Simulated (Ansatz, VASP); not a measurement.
## Si2Sn: VASP beside Ansatz

Contents of POSCAR:

```
Si2Sn
1.0
    1.8728480000      3.2438630000      0.0000000000
   -1.8728480000      3.2438630000      0.0000000000
    0.0000000000      0.0000000000      4.3091670000
Si Sn
2 1
Direct
    0.3333000000      0.3334000000      0.5000000000
    0.6666000000      0.6667000000      0.5000000000
    0.0000000000      0.0000000000      0.0000000000
```

INCAR.step1

```
SYSTEM = Si2Sn
PREC = Accurate
ENCUT = 520
ISMEAR = 0
SIGMA = 0.0173
LREAL = .False.
LASPH = .True.
NELM = 100
NBANDS = 18
GGA = PE
ALGO = Normal
EDIFF = 1E-4
LWAVE = .True.
LCHARG = .False.
```

INCAR.step2

```
SYSTEM = Si2Sn
PREC = Accurate
ENCUT = 520
EDIFF = 1E-6
ISMEAR = 0
SIGMA = 0.0173
LREAL = .False.
LASPH = .True.
NELM = 100
ALGO = Normal
ISIF = 2
LWAVE = .False.
LCHARG = .False.
METAGGA = R2SCAN
LMIXTAU = .True.
NBANDS = 18
ISTART = 1
```

File KPOINTS:

```
Automatic mesh
0
Gamma
  12 12 6
  0 0 0
```

Input for Ansatz:

```yaml
crystal:
  lattice:
    - [1.872848, 3.243863, 0.0]
    - [-1.872848, 3.243863, 0.0]
    - [0.0, 0.0, 4.309167]
  atoms:
    - { symbol: Si, position: [0.3333, 0.3334, 0.5] }
    - { symbol: Si, position: [0.6666, 0.6667, 0.5] }
    - { symbol: Sn, position: [0.0, 0.0, 0.0] }
  symmetry: { tolerance: 0.0003 }
kpoints:
  mp_grid: { grid: [12, 12, 6], shift: [0, 0, 0] }
  band_path:
    path:
      - [0.0, 0.0, 0.0]
      - [0.49999991, -3.8e-07, 0.0]
      - [0.66666629, 0.33333277, 0.0]
      - [0.0, 0.0, 0.0]
      - [0.0, 0.0, 0.5]
      - [0.49999991, -3.8e-07, 0.5]
      - [0.66666629, 0.33333277, 0.5]
      - [0.0, 0.0, 0.5]
      - [0.49999991, -3.8e-07, 0.5]
      - [0.49999991, -3.8e-07, 0.0]
      - [0.66666629, 0.33333277, 0.5]
    npoints: 14
magnetization:
  spin_polarized: false
scf:
  occupations: { method: gaussian, width: 0.0173 }
  lower_state_search: "off"
  max_iter: 200
hamiltonian:
  pseudopotentials: { kind: paw }
  xc: r2scan
basis:
  ecutwfc: 500
  fft_grid_basis: typed
output:
  forces: true
  stress: true
  eigenvalues: true
  bader: true
  populations: true
  elf: true
  write_potential: true
  volumetric_format: npy
  dos:
    e_range: [-12, 8]
    de: 0.05
    projected: { site_lists: { Si: [Si], Sn: [Sn] } }
checkpoint:
  read: saved_state
```

Alike in both runs: task single point; functional r2SCAN; k mesh 12 × 12 × 6; occupations gaussian, width 0.0173 eV; no spin polarisation.

|  | VASP | Ansatz |
| --- | --- | --- |
| version | VASP 6.6.1 | Ansatz 0.2.0 |
| potentials or method | VASP PAW PBE potentials, release 64 (Si, Sn_d), cutoff 520 eV | PAW plane waves |
| valence electrons in the cell | 22 | 22 |

```tsv
	VASP	Ansatz	Ansatz less VASP
pressure (GPa)	22.1	22.2	+0.10
traceless stress, the component that is largest in VASP (GPa)	-10.90	-11.22	-0.320
```

VASP's potentials were made for PBE, not for r2SCAN. The functional is the same, so the differences come from potentials, cutoffs and numerics. Ansatz's warnings: structure snapped to symmetry.
